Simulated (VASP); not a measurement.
# Mo (Pmmn) in VASP: further runs

The runs below take Mo through relaxation of cell and atoms, single point, with PBE.

Everything below comes from runs of VASP 6.6.1. Logs are shortened: lines on timing, memory, paths and dates and some standing lists are left out, and cuts for length are marked.

**1. The cell of the first run**

It takes space group Pmmn (No. 59, orthorhombic). The conventional cell has a = 2.878 Å, b = 2.920 Å, c = 3.891 Å, α = 90.00°, β = 90.00°, γ = 90.00°. Mo (site symmetry mm2) has 12 Mo at 2.64 to 3.03 Å within 3.5 Å.

**2. Relaxation of cell and atoms, PBE**

File INCAR:

```
  PREC = Accurate
  ENCUT = 600
  EDIFF = 1E-7
  ISMEAR = 0
  SIGMA = 0.1
  LREAL = F
  LASPH = T
  NELM = 80
  ALGO = Normal
  ISIF = 3
  LWAVE = F
  LCHARG = F
  GGA = PE
  IBRION = 2
  NSW = 90
  EDIFFG = -0.04
```

File KPOINTS:

```
regular mesh
0
Gamma
  6 6 4
```

File POSCAR:

```
Mo
1.0
    2.8775761300      0.0000000000      0.0000000000
    0.0000000000      2.9202758500      0.0000000000
    0.0000000000      0.0000000000      3.8905997200
Mo
2
Direct
    0.0000000000      0.0000000000      0.7872208400
    0.5000000000      0.5000000000      0.2127791600
```

Potentials or basis: VASP PAW PBE potentials, release 64 (Mo_sv).

On the command line:

```bash
$ cat potpaw_PBE.64/Mo_sv/POTCAR > POTCAR
$ mpirun -np 1 vasp_std > vasp.out
```

OUTCAR:

```text
PREC = Accurate
   ENCUT = 600
   EDIFF = 1E-7
   ISMEAR = 0
   LREAL = F
   LASPH = T
   NELM = 80
   ISIF = 3
   GGA = PE
   IBRION = 2
   NSW = 90
   EDIFFG = -0.04

 ion  position               nearest neighbor table
   1  0.000  0.000  0.787-   2 2.64   2 2.64   2 2.64   2 2.64   2 3.03   2 3.03   2 3.03   2 3.03

   2  0.500  0.500  0.213-   1 2.64   1 2.64   1 2.64   1 2.64   1 3.03   1 3.03   1 3.03   1 3.03

  LATTYP: Found a simple orthorhombic cell.
 ALAT       =     2.8775761300
 B/A-ratio  =     1.0148387803
 C/A-ratio  =     1.3520405870

  Lattice vectors:

 A1 = (   2.8775761300,   0.0000000000,   0.0000000000)
 A2 = (   0.0000000000,   2.9202758500,   0.0000000000)
 A3 = (   0.0000000000,   0.0000000000,   3.8905997200)

Analysis of symmetry for initial positions (statically):
=====================================================================
 Subroutine PRICEL returns:
 Original cell was already a primitive cell.

 Routine SETGRP: Setting up the symmetry group for a
 simple orthorhombic supercell.

 Subroutine GETGRP returns: Found  8 space group operations
 (whereof  4 operations were pure point group operations)
 out of a pool of  8 trial point group operations.

The static configuration has the point symmetry C_2v.
 The point group associated with its full space group is D_2h.

Analysis of symmetry for dynamics (positions and initial velocities):
=====================================================================
 Subroutine PRICEL returns:
 Original cell was already a primitive cell.

 Routine SETGRP: Setting up the symmetry group for a
 simple orthorhombic supercell.

 Subroutine GETGRP returns: Found  8 space group operations
 (whereof  4 operations were pure point group operations)
 out of a pool of  8 trial point group operations.

The dynamic configuration has the point symmetry C_2v.
 The point group associated with its full space group is D_2h.

 Subroutine INISYM returns: Found  8 space group operations
 (whereof  4 operations are pure point group operations),
 and found     1 'primitive' translations

----------------------------------------------------------------------------------------

                                     Primitive cell

  volume of cell :      32.6939

  direct lattice vectors                    reciprocal lattice vectors
     2.877576130  0.000000000  0.000000000     0.347514698  0.000000000  0.000000000
     0.000000000  2.920275850  0.000000000     0.000000000  0.342433404  0.000000000
     0.000000000  0.000000000  3.890599720     0.000000000  0.000000000  0.257029783

  length of vectors
     2.877576130  2.920275850  3.890599720     0.347514698  0.342433404  0.257029783

  position of ions in fractional coordinates (direct lattice)
     0.000000000  0.000000000  0.787220840
     0.500000000  0.500000000  0.212779160

  ion indices of the primitive-cell ions
   primitive index   ion index
                 1           1
                 2           2

----------------------------------------------------------------------------------------

 KPOINTS: regular mesh

Automatic generation of k-mesh.
 Grid dimensions read from file:
 generate k-points for:    6    6    4

 Generating k-lattice:

  Cartesian coordinates                     Fractional coordinates (reciprocal lattice)
     0.057919116  0.000000000  0.000000000     0.166666667  0.000000000  0.000000000
     0.000000000  0.057072234  0.000000000     0.000000000  0.166666667  0.000000000
     0.000000000  0.000000000  0.064257446     0.000000000  0.000000000  0.250000000

  Length of vectors
     0.057919116  0.057072234  0.064257446

  Shift w.r.t. Gamma in fractional coordinates (k-lattice)
     0.000000000  0.000000000  0.000000000

 Subroutine IBZKPT returns following result:
 ===========================================

 Found     48 irreducible k-points:

 Following reciprocal coordinates:
            Coordinates               Weight
  0.000000  0.000000  0.000000      1.000000
  0.166667  0.000000  0.000000      2.000000
  0.333333  0.000000  0.000000      2.000000
  0.500000  0.000000  0.000000      1.000000
  0.000000  0.166667  0.000000      2.000000
  0.166667  0.166667  0.000000      4.000000
[... 16 lines left out ...]
  0.333333  0.166667  0.250000      8.000000
  0.500000  0.166667  0.250000      4.000000
 [... further k-points ...]
   k-points           NKPTS =     48   k-points in BZ     NKDIM =     48   number of bands    NBANDS=     18
   number of dos      NEDOS =    301   number of ions     NIONS =      2
   total plane-waves  NPLWV =  18432
   dimension x,y,z NGX =    24 NGY =   24 NGZ =   32
   dimension x,y,z NGXF=    48 NGYF=   48 NGZF=   64
   ions per type =               2
   NGX,Y,Z   is equivalent  to a cutoff of  13.87, 13.66, 13.67 a.u.
   NGXF,Y,Z  is equivalent  to a cutoff of  27.73, 27.33, 27.35 a.u.
 SYSTEM =  unknown system
   PREC   = accura    normal or accurate (medium, high low for compatibility)
   ISTART =      0    job   : 0-new  1-cont  2-samecut
   ICHARG =      2    charge: 1-file 2-atom 10-const
   ISPIN  =      1    spin polarized calculation?
   LNONCOLLINEAR =      F non collinear calculations
   LSORBIT =      F    spin-orbit coupling
   LASPH  =      T    aspherical Exc in radial PAW
   ENCUT  =  600.0 eV  44.10 Ry    6.64 a.u.   5.75  5.83  7.77*2*pi/ulx,y,z
   NELM   =     80;   NELMIN=  2; NELMDL= -5     # of ELM steps
   EDIFF  = 0.1E-06   stopping-criterion for ELM
   LREAL  =      F    real-space projection
   EDIFFG = -.4E-01   stopping-criterion for IOM
   NSW    =     90    number of steps for IOM
   IBRION =      2    ionic relax: 0-MD 1-quasi-New 2-CG
   NFREE  =      1    steps in history (QN), initial steepest desc. (CG)
   ISIF   =      3    stress and relaxation
   ISYM   =      2    0-nonsym 1-usesym 2-fastsym
   POTIM  = 0.5000    time-step for ionic-motion
   TEBEG  =    0.0;   TEEND  =   0.0 temperature during run
   PSTRESS=    0.0 pullay stress
   NELECT =      28.0000    total number of electrons
   NUPDOWN=      -1.0000    fix difference up-down
   EMIN   =  10.00;   EMAX   =-10.00  energy-range for DOS
   EFERMI =   0.00;   METHOD = LEGACY
   ISMEAR =     0;   SIGMA  =   0.10  broadening in eV -4-tet -1-fermi 0-gaus
   EFERMI_NEDOS =   21; number of points for ismear=-14 and -15
   IALGO  =     38    algorithm
   IMIX   =      4    mixing-type and parameters
     AMIX     =   0.40;   BMIX     =  1.00
     AMIX_MAG =   1.60;   BMIX_MAG =  1.00
  volume/ion in A,a.u.               =      16.35       110.31
  Fermi-wavevector in a.u.,A,eV,Ry     =   1.554671  2.937902 32.885296  2.417001
  Thomas-Fermi vector in A             =   2.658723
   LORBIT       =      0    0 simple, 1 ext, 2 COOP (PROOUT), +10 PAW based schemes
   GGA     = PE    functional components
   LHFCALC =     F    Hartree Fock is set to
   AEXX    =    0.0000 exact exchange contribution
   IVDW    =     0    specifies the selected vdW correction
   LEPSILON=     F    determine dielectric tensor
   LRPA    =     F    only Hartree local field effects (RPA)
 conjugate gradient relaxation of ions
 non-spin polarized calculation
 Gauss-broadening in eV      SIGMA  =   0.10
  energy-cutoff  :      600.00
  volume of cell :       32.69
 maximum number of plane-waves:      1104
 NGX is ok and might be reduce to    24
   NGX = 11   NGY = 11   NGZ = 15

--------------------------------------- Ionic step        1  -------------------------------------------

 number of electron      28.0000000 magnetization

 Free energy of the ion-electron system (eV)
  ---------------------------------------------------
  ext. energy  EPLUGINS =         0.00000000
  ---------------------------------------------------
  free energy    TOTEN  =       -20.76832920 eV

  energy without entropy =      -20.75716852  energy(sigma->0) =      -20.76274886

------------------------ aborting loop because EDIFF is reached ----------------------------------------

  FORCE on cell =-STRESS in cart. coord.  units (eV):
  Direction    XX          YY          ZZ          XY          YZ          ZX
  --------------------------------------------------------------------------------------
  -------------------------------------------------------------------------------------
  Total        2.8454408      2.0731015     -2.8392443      0.0000000      0.0000000      0.0000000
  in kB      139.4417699    101.5930260   -139.1381062      0.0000000      0.0000000      0.0000000
  external PRESSURE =      33.9655632 kB  Pullay stress =       0.0000000 kB
[... 89 lines left out ...]
  FREE ENERGIE OF THE ION-ELECTRON SYSTEM (eV)
  ---------------------------------------------------
  free  energy   TOTEN  =       -21.5785858104 eV

  energy  without entropy=      -21.5720495753  energy(sigma->0) =      -21.57531769

[... ionic steps 4 to 12 ...]

--------------------------------------- Ionic step       13  -------------------------------------------

 number of electron      28.0000004 magnetization

------------------------ aborting loop because EDIFF is reached ----------------------------------------

  FORCE on cell =-STRESS in cart. coord.  units (eV):
  Direction    XX          YY          ZZ          XY          YZ          ZX
  --------------------------------------------------------------------------------------
  -------------------------------------------------------------------------------------
  Total       -0.1190187     -0.2362818     -0.0455622      0.0000000      0.0000000      0.0000000
  in kB       -6.0238052    -11.9587606     -2.3060074      0.0000000      0.0000000      0.0000000
  external PRESSURE =      -6.7628577 kB  Pullay stress =       0.0000000 kB
[... 57 lines left out ...]
  energy  without entropy=      -21.8986725666  energy(sigma->0) =      -21.90410250

--------------------------------------- Ionic step       15  -------------------------------------------

 number of electron      28.0000003 magnetization

 Free energy of the ion-electron system (eV)
  ---------------------------------------------------
  ext. energy  EPLUGINS =         0.00000000
  ---------------------------------------------------
  free energy    TOTEN  =       -21.90971746 eV

  energy without entropy =      -21.89876244  energy(sigma->0) =      -21.90423995

 E-fermi :  12.5704     XC(G=0): -13.3337

 val. band max:       12.5436678025   @ k =   0.1667   0.0000   0.2500
 cond. band min:      12.6147587892   @ k =   0.3333   0.0000   0.2500
 fundamental gap:      0.0710909867
 Fermi energy:        12.5703791874

 k-point     1 :       0.0000    0.0000    0.0000
  band No.  band energies     occupation
      1     -48.8379      2.00000
      2     -48.4043      2.00000
      3     -23.0662      2.00000
      4     -23.0658      2.00000
      5     -23.0615      2.00000
      6     -22.1298      2.00000
[... 10 lines left out ...]
     17      16.3663      0.00000
     18      16.3669      0.00000
[... 466 lines left out ...]
      2     -48.5887      2.00000
      3     -23.2385      2.00000
      4     -23.2385      2.00000
      5     -22.6571      2.00000
      6     -22.6571      2.00000
[... 10 lines left out ...]
     17      14.9809      0.00000
     18      14.9809      0.00000

 [... further k-points ...]
[... 5 lines left out ...]
  --------------------------------------------------------------------------------------
  -------------------------------------------------------------------------------------
  Total        0.0158291      0.0207689     -0.0579460      0.0000000      0.0000000      0.0000000
  in kB        0.8032359      1.0539046     -2.9404336      0.0000000      0.0000000      0.0000000
  external PRESSURE =      -0.3610977 kB  Pullay stress =       0.0000000 kB
[... 17 lines left out ...]
  FREE ENERGIE OF THE ION-ELECTRON SYSTEM (eV)
  ---------------------------------------------------
  free  energy   TOTEN  =       -21.9097174620 eV

  energy  without entropy=      -21.8987624446  energy(sigma->0) =      -21.90423995

 reached required accuracy - stopping structural energy minimisation
```

Run time: 90 s. Hardware: 1 thread of Intel Xeon 6975P-C (Granite Rapids), shared host; peak memory 0.17 GiB.

What came out:

```yaml
Free_energy: -21.9097 eV
Relaxed_volume: 15.79 Å³/atom
Relaxed_cell: a = 3.160 Å, b = 3.160 Å, c = 3.162 Å, α = 90.00°, β = 90.00°, γ = 90.00°
Space_group_after_relaxing_to_0.05_Å: Im-3m (No. 229)
Energy_gained_by_relaxing: 570.7 meV/atom
Ionic_steps: 15
Pressure_after_relaxing: 0.0 GPa
Largest_force_after_relaxing: 0.022 eV/Å
Band_gap_on_the_k_mesh: zero (band 14 reaches 14.03 eV, above the bottom of band 15 at 11.82 eV)
```

Forces on the atoms (eV/Å):
```
Mo   0.000  0.000  0.022
Mo   0.000  0.000 -0.022
```

Stress tensor (GPa, compression positive):
```
 0.08  0.00  0.00
 0.00  0.11  0.00
 0.00  0.00 -0.29
```

Step by step:
| step | energy change (eV) | largest force (eV/Å) | pressure (GPa) | volume (Å³) |
| --- | --- | --- | --- | --- |
| 1 | 0.0000 | 1.8247 | 3.40 | 32.69 |
| 2 | -0.5400 | 0.0928 | -13.58 | 34.17 |
| 3 | -0.8103 | 0.1118 | -21.16 | 35.10 |
| 4 | -1.0219 | 0.3775 | -14.09 | 33.68 |
| 5 | -1.0404 | 0.5998 | -10.84 | 33.18 |
| 6 | -1.1046 | 0.4702 | -5.71 | 32.39 |
| 7 | -1.1255 | 0.4014 | -0.85 | 31.73 |
| 8 | -1.1262 | 0.3944 | 0.23 | 31.59 |
| 9 | -1.1315 | 0.3210 | 0.33 | 31.57 |
| 10 | -1.1393 | 0.1296 | 0.71 | 31.49 |
| 11 | -1.1395 | 0.1008 | 0.82 | 31.48 |
| 12 | -1.1405 | 0.0712 | -0.33 | 31.61 |
| 13 | -1.1406 | 0.0628 | -0.68 | 31.66 |
| 14 | -1.1412 | 0.0405 | -0.33 | 31.61 |
| 15 | -1.1414 | 0.0217 | -0.04 | 31.57 |

Final structure:
```cif
data_structure
_symmetry_space_group_name_H-M 'P 1'
_symmetry_Int_Tables_number 1
_cell_length_a 3.1601
_cell_length_b 3.1596
_cell_length_c 3.1621
_cell_angle_alpha 90.000
_cell_angle_beta 90.000
_cell_angle_gamma 90.000
_cell_volume 31.57
loop_
_atom_site_label
_atom_site_type_symbol
_atom_site_fract_x
_atom_site_fract_y
_atom_site_fract_z
_atom_site_occupancy
Mo1 Mo 0.00000 0.00000 0.74912 1
Mo2 Mo 0.50000 0.50000 0.25088 1
```

Caveat: the k points lie up to 0.50 Å⁻¹ apart in the final cell.

**3. Single point, PBE**

File INCAR:

```
PREC     = Accurate       # precision mode
ENCUT    = 520            # plane-wave cutoff, eV
EDIFF    = 1E-6           # SCF threshold, eV
ISMEAR   = 0              # smearing method
SIGMA    = 0.1            # smearing width, eV
LREAL    = F              # projectors in reciprocal space
LASPH    = T              # aspherical terms in the spheres
NELM     = 80             # most SCF steps
ALGO     = Normal         # electronic algorithm
ISIF     = 2              # what is computed and relaxed
LWAVE    = F              # write WAVECAR
LCHARG   = T              # write CHGCAR
GGA      = PE             # functional
LELF     = T              # ELF
LVHAR    = T            
NBANDS   = 21             # bands
```

File KPOINTS:

```
Automatic mesh
0
Gamma
  6 6 4
```

POSCAR is that of step 2.

Potentials or basis: VASP PAW PBE potentials, release 64 (Mo_sv).

On the command line:

```bash
$ cat potpaw_PBE.64/Mo_sv/POTCAR > POTCAR
$ mpirun -np 1 vasp_std > vasp.out
```

Run time: 16 s. Hardware: 1 thread of Intel Xeon 6975P-C, shared host; peak memory 0.16 GiB.

Results (log left out):

| Item | Value |
| --- | --- |
| Free energy | -20.7685 eV |
| Pressure | 3.5 GPa |
| Largest force | 1.824 eV/Å |
| Band gap on the k mesh | zero (band 14 reaches 15.12 eV, above the bottom of band 15 at 11.01 eV) |

Forces in eV/Å, atoms in the order of the input:
```
Mo   0.000  0.000 -1.824
Mo   0.000  0.000  1.824
```

Stress tensor (GPa, compression positive):
```
 14.04   0.00   0.00
  0.00  10.25   0.00
  0.00   0.00 -13.83
```

Levels at points of the mesh, in eV from the Fermi level:
```
           k point  band 12  band 13  band 14  band 15  band 16  band 17
(0.00, 0.00, 0.00)    -0.99    -0.78    -0.09     1.10     1.65     4.04
(0.50, 0.00, 0.00)    -2.39    -0.50    -0.50    -0.50    -0.50     2.32
(0.00, 0.50, 0.00)    -2.47    -0.52    -0.52    -0.30    -0.30     2.45
(0.50, 0.50, 0.00)    -4.01     3.61     3.61     3.65     3.65     4.12
(0.00, 0.00, 0.50)    -1.61    -0.85     0.27     0.44     1.52     1.55
(0.50, 0.00, 0.50)    -1.59    -0.32    -0.32     1.52     1.52     3.73
(0.00, 0.50, 0.50)    -1.38    -0.44    -0.44     1.38     1.38     3.52
(0.50, 0.50, 0.50)    -2.24    -1.28    -1.28     1.62     1.62     4.11
```

Caveat: the k points lie up to 0.40 Å⁻¹ apart; forces of over 1 eV/Å act on the atoms, so gaps and moduli don't describe the material at rest.
